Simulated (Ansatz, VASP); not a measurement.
## One calculation of SnSe, two programs

```
Sn Se
1.0
     0.00000    3.39084    3.39084
     3.39084    0.00000    3.39084
     3.39084    3.39084    0.00000
Sn Se
1 1
Direct
  0.00000 0.00000 0.00000
  0.75000 0.75000 0.75000
```

Alike in both runs: task single point; functional PBE0; k mesh 3 × 3 × 3; occupations fermi-dirac, width 0.05 eV; non-collinear spin, spin-orbit coupling.

```csv
,VASP,Ansatz
version,VASP 6.6.1,Ansatz 0.2.0
potentials or method,"VASP PAW PBE potentials, release 64 (Sn_d, Se)",Ansatz PAW
plane-wave cutoff (eV),520,420
valence electrons in the cell,20,30
```

|  | VASP | Ansatz | Ansatz less VASP |
| --- | --- | --- | --- |
| pressure (GPa) | -1.6 | -1.4 | +0.21 |
| net moment per atom (μB) | 0.00 | 0.00 | 0.000 |

VASP's potentials hold 20 valence electrons a cell and Ansatz's 30, so a difference there can come from the potentials and not from the codes.

The k mesh is coarse, so the values compare programs but aren't converged. Noted on Ansatz's run: odd divisions of the mesh miss points on the zone boundary, where band edges often lie, so the gap on the mesh can be too wide.
